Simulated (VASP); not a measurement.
The system is Al2O3.

```
Al O
1.0
    -1.29958    1.85035    4.03756
     1.29958   -1.85035    4.03756
     1.29958    1.85035   -4.03756
Al O
2 3
Cartesian
  0.0000 0.0000 5.3487
  0.0000 0.0000 2.7265
  0.0000 1.8504 0.0000
  1.2996 0.0000 1.4248
  0.0000 1.8504 2.6128
```

| Quantity | Value |
| --- | --- |
| Program | VASP 6.6.1 |
| Task | relaxation of cell and atoms |
| Functional | PBE |
| Potentials or basis | VASP PAW PBE potentials, release 64 (Al, O) |
| Cutoff | 600 eV |
| k mesh | 8 × 8 × 8 |
| Occupations | gaussian, width 0.1 eV |
| Spin | no spin polarisation |

At the start: pressure 39.1 GPa; volume 7.77 Å³/atom.

Question: How do energy, volume and symmetry change on relaxing?

Answer: Over 9 steps the energy falls by 217.1 meV/atom and the volume is 9.21 Å³/atom (+18.6 %); space group Immm (No. 71, to 0.05 Å).

The path:
```
step  energy change (eV)  largest force (eV/Å)  pressure (GPa)  volume (Å³)
   1              0.0000                1.3862           39.14        38.84
   2             -0.3831                1.8218          -21.30        50.46
   3             -0.7994                1.6571           -2.51        45.05
   4             -1.0091                0.6278           -1.21        45.61
   5             -1.0375                0.6625           -0.22        45.88
   6             -1.0822                0.1175            0.46        45.93
   7             -1.0822                0.1242            0.46        45.93
   8             -1.0845                0.0987           -0.44        46.11
   9             -1.0853                0.0252           -0.14        46.05
```

Final structure:
```xyz
5
Lattice="-1.3986 1.8698 4.4027 1.3986 -1.8698 4.4027 1.3986 1.8698 -4.4027" Properties=species:S:1:pos:R:3 pbc="T T T"
Al    0.0000    0.0000    5.7721
Al    0.0000    0.0000    3.0334
O     0.0000    1.8698    0.0000
O     1.3986    0.0000    1.7304
O     0.0000    1.8698    2.6724
```

Caveat: the volume moved by over 15 % at a fixed basis, so the end points are rough.
